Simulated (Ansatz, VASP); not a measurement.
Ag2Sn2Au: VASP beside Ansatz

```
Au Sn Ag
1.0
     0.00000    4.46533    0.00000
     4.46533    0.00000    0.00000
     2.23267    2.23267   -5.60796
Au Sn Ag
1 2 2
Cartesian
  0.0000 0.0000 0.0000
  2.2327 2.2327 -1.3347
  4.4653 4.4653 -4.2733
  2.2327 4.4653 -2.8040
  4.4653 2.2327 -2.8040
```

Alike in both runs: task single point; functional r2SCAN; dispersion D3(BJ); k mesh 4 × 4 × 4; occupations fermi-dirac, width 0.0682 eV; no spin polarisation; Hubbard terms Ag d U = 6.0 eV.

```csv
,VASP,Ansatz
version,VASP 6.6.1,Ansatz 0.2.0
potentials or method,"VASP PAW PBE potentials, release 64 (Au, Sn_d, Ag), cutoff 520 eV",PAW plane waves
valence electrons in the cell,61,85
```

Ansatz gave:

```
gap on the k mesh at the Fermi level (eV)                     : none
pressure (GPa)                                                : 4.5
traceless stress, the component that is largest in VASP (GPa) : 2.63
rms of the force components (eV/Å)                            : 0.375
```

Estimate VASP's values.

gap on the k mesh at the Fermi level (eV): none; pressure (GPa): 2.7; traceless stress, the component that is largest in VASP (GPa): 2.82; rms of the force components (eV/Å): 0.242.

VASP's potentials were made for PBE, not for r2SCAN. The programs project onto different local orbitals, so the same U acts differently, and such runs can settle in different states. Atom by atom the forces differ by 0.133 eV/Å (rms over components). A gap of «none» marks a metal or a gap that the smearing closes. VASP's potentials hold 61 valence electrons a cell and Ansatz's 85, so a difference there can come from the potentials and not from the codes. Ansatz's warnings: dispersion damping borrowed, filled band counts differ across k points.

The k mesh is coarse, so the values compare programs but aren't converged. Neither program's run includes spin-orbit coupling.
